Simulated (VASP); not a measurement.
GaN: single point with r2SCAN

**The experiment to reproduce.**

“Studying electronic properties in GaN without electrical contacts using γ-γ vs e−-γ Perturbed Angular Correlations”, 2019, pmc:6823545 quotes, for a bulk crystal of GaN: band gap 3.503 ± 0.005 eV (direct).

The system is GaN.

```
Ga N
1.0
     3.18310    0.00000    0.00000
    -1.59155    2.75664    0.00000
     0.00000    0.00000    5.18360
Ga N
2 2
Cartesian
  0.0000 1.8378 -0.0046
  1.5915 0.9189 2.5872
  0.0000 1.8378 1.9485
  1.5915 0.9189 4.5403
```

| Property | Result |
| --- | --- |
| Program | VASP 6.6.1 |
| Task | single point |
| Functional | r2SCAN |
| Potentials or basis | VASP PAW PBE potentials, release 64 (Ga_d, N) |
| Cutoff | 520 eV |
| k mesh | 12 × 12 × 6 |
| Occupations | gaussian, width 0.02 eV |
| Spin | no spin polarisation |
| Dipole correction | no |
| Further INCAR settings | ALGO = Normal; EDIFF = 1e-07; NBANDS = 26 |

```
Pressure               : 1.1 GPa
Largest force          : 0.005 eV/Å
Band gap on the k mesh : 2.34 eV, direct
```

Forces on the atoms (eV/Å):
```
Ga   0.000  0.000  0.005
Ga   0.000  0.000  0.005
N    0.000  0.000 -0.005
N    0.000  0.000 -0.005
```

Stress tensor (GPa, compression positive):
```
1.14 0.00 0.00
0.00 1.14 0.00
0.00 0.00 1.01
```

Levels at points of the mesh, in eV from the valence-band top:
| k point | band 16 | band 17 | band 18 | band 19 | band 20 | band 21 |
| --- | --- | --- | --- | --- | --- | --- |
| (0.00, 0.00, 0.00) | -0.04 | 0.00 | 0.00 | 2.34 | 4.81 | 9.96 |
| (0.50, 0.00, 0.00) | -2.84 | -2.24 | -1.03 | 5.58 | 6.12 | 6.55 |
| (0.00, 0.00, 0.50) | -0.55 | -0.55 | -0.55 | 4.77 | 4.77 | 9.18 |
| (0.50, 0.00, 0.50) | -2.01 | -1.95 | -1.95 | 4.89 | 4.89 | 8.42 |

Run time: 2.6 min on 1 thread of Intel(R) Xeon(R) 6975P-C (Granite Rapids), on a shared host, peak memory 0.21 GiB.

Against the measured gap of GaN, 3.503 eV (direct; quoted in “Studying electronic properties in GaN without electrical contacts using γ-γ vs e−-γ Perturbed Angular Correlations”, 2019, pmc:6823545), the calculated 2.34 eV is off by -1.16 eV. Spin-orbit coupling on Ga is left out. The value is that of r2SCAN, without temperature or zero-point motion.

Caveat: the PAW data sets were made with another functional, which shifts forces and pressure a little.
